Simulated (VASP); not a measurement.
Crystal: DyAgH2.

```xyz
8
Lattice="3.6433 0.0000 0.0000 0.0000 3.6433 0.0000 0.0000 0.0000 8.5678" Properties=species:S:1:pos:R:3 pbc="T T T"
Dy    1.8217    0.0000    6.4529
Dy    0.0000    1.8217    2.1150
Ag    0.0000    0.0000    0.0000
Ag    1.8217    1.8217    0.0000
H     1.8217    0.0000    1.4514
H     0.0000    1.8217    7.1164
H     0.0000    0.0000    4.2839
H     1.8217    1.8217    4.2839
```

The cell was generated, and may not be a known phase.

| Quantity | Value |
| --- | --- |
| Program | VASP 6.6.1 |
| Task | relaxation of cell and atoms |
| Functional | PBE |
| Potentials or basis | VASP PAW PBE potentials, release 64 (Dy_3, Ag, H), 4f in core |
| Cutoff | 500 eV |
| k mesh | 5 × 5 × 2 |
| Occupations | gaussian, width 0.2 eV |
| Spin | no spin polarisation |

At the start: pressure 11.8 GPa; volume 14.22 Å³/atom.

Question: How do energy, volume and symmetry change on relaxing?

Answer: Over 17 steps the energy falls by 698.1 meV/atom and the volume is 13.56 Å³/atom (-4.6 %); space group P4/nmm (No. 129, to 0.1 Å) before and after.

Step by step:
```csv
step,energy change (eV),largest force (eV/Å),pressure (GPa),volume (Å³)
1,0.0000,5.4259,11.84,113.73
2,-2.1723,2.0044,-6.36,131.90
3,-2.2129,1.6715,-7.86,134.92
4,-3.3000,1.2972,-6.03,124.22
5,-4.2144,1.0436,5.30,103.60
6,-4.2438,1.0546,1.67,107.69
7,-4.2525,1.0518,2.80,106.29
8,-4.4433,0.9515,0.74,108.52
9,-4.5700,1.2078,-2.05,112.98
10,-4.7530,1.1264,-1.87,112.34
11,-5.2229,0.6554,-1.15,110.41
12,-5.5458,0.4200,1.21,106.58
13,-5.5649,0.2827,0.52,107.36
14,-5.5652,0.3087,0.61,107.25
15,-5.5802,0.1442,0.04,108.48
16,-5.5806,0.1077,-0.05,108.70
17,-5.5849,0.0478,0.16,108.47
```

Final structure:
```
CELL_PARAMETERS angstrom
3.76743 0.00000 0.00000
0.00000 3.76743 0.00000
0.00000 0.00000 7.64208
ATOMIC_POSITIONS crystal
Dy 0.50000 0.00000 0.65209
Dy 0.00000 0.50000 0.34791
Ag 0.00000 0.00000 0.00000
Ag 0.50000 0.50000 0.00000
H 0.50000 0.00000 0.35057
H 0.00000 0.50000 0.64943
H 0.00000 0.00000 0.50000
H 0.50000 0.50000 0.50000
```

Caveat: the k points lie up to 0.41 Å⁻¹ apart in the final cell, too coarse for converged energies and pressures of a metal; the relaxation stopped at a loose force limit of 0.08 eV/Å, so its end isn't a converged minimum.
